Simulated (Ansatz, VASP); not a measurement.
## YN in VASP and in Ansatz

The input INCAR:

```
PREC = Accurate
ENCUT = 600
EDIFF = 1E-6
ISMEAR = 0
SIGMA = 0.01
LREAL = False
LASPH = True
NELM = 120
ALGO = Normal
ISIF = 2
LWAVE = False
LCHARG = True
GGA = PS
LELF = True
LVHAR = True
NBANDS = 15
GGA_COMPAT = False
```

File KPOINTS:

```
regular mesh
0
Gamma
  10 10 10
```

File POSCAR:

```
YN
1.0
    0.0000000000      2.4450000000      2.4450000000
    2.4450000000      0.0000000000      2.4450000000
    2.4450000000      2.4450000000      0.0000000000
Y N
1 1
Direct
    0.0000000000      0.0000000000      0.0000000000
    0.5000000000      0.5000000000      0.5000000000
```

Input for Ansatz:

```yaml
crystal:
  lattice:
    - [0.0, 2.445, 2.445]
    - [2.445, 0.0, 2.445]
    - [2.445, 2.445, 0.0]
  atoms:
    - { symbol: "Y", position: [0.0, 0.0, 0.0] }
    - { symbol: "N", position: [0.5, 0.5, 0.5] }
basis:
  ecutwfc: 420
kpoints:
  mp_grid: { grid: [10, 10, 10] }
  band_path:
    path:
      - [0.0, 0.0, 0.0]
      - [0.0, 0.0, 0.0]
      - [0.5, 0.5, 0.0]
      - [0.5, 0.5, 0.5]
      - [0.5, 0.5, 0.5]
      - [0.004669606, 0.004669606, 0.0]
      - [-0.004669606, -0.004669606, 0.0]
      - [0.0053919966, 0.0053919966, 0.0053919966]
      - [-0.0053919966, -0.0053919966, -0.0053919966]
      - [0.004669606, 0.004669606, 0.0]
      - [-0.004669606, -0.004669606, 0.0]
      - [0.504669606, 0.504669606, 0.0]
      - [0.495330394, 0.495330394, 0.0]
      - [0.5, 0.504669606, 0.004669606]
      - [0.5, 0.495330394, -0.004669606]
      - [0.5053919966, 0.5053919966, 0.5053919966]
      - [0.4946080034, 0.4946080034, 0.4946080034]
      - [0.4966980899, 0.5033019101, 0.5]
      - [0.5033019101, 0.4966980899, 0.5]
      - [0.5053919966, 0.5053919966, 0.5053919966]
      - [0.4946080034, 0.4946080034, 0.4946080034]
      - [0.4966980899, 0.5033019101, 0.5]
      - [0.5033019101, 0.4966980899, 0.5]
    npoints: 1
hamiltonian:
  xc: pbesol
  pseudopotentials: { kind: paw, azcp: { folder: soft_1 } }
scf:
  occupations: { method: gaussian, width: 0.01 }
  n_extra_bands: 5
output:
  forces: true
  stress: true
  eigenvalues: true
```

Alike in both runs: task single point; functional PBEsol; k mesh 10 × 10 × 10; occupations gaussian, width 0.01 eV; no spin polarisation.

```csv
,VASP,Ansatz
version,VASP 6.6.1,Ansatz 0.2.0
potentials or method,"VASP PAW PBE potentials, release 64 (Y_sv, N), cutoff 600 eV","scalar-relativistic, plane waves, PAW"
valence electrons in the cell,16,16
```

|  | VASP | Ansatz | Ansatz less VASP |
| --- | --- | --- | --- |
| gap on the k mesh at the Fermi level (eV) | 0.11 | 0.11 | +0.001 |
| least direct gap on the mesh (eV) | 0.50 | 0.50 | +0.002 |
| pressure (GPa) | -3.6 | -3.4 | +0.22 |

VASP's potentials were made for PBE, not for PBEsol, and Ansatz warns of the same on its side.
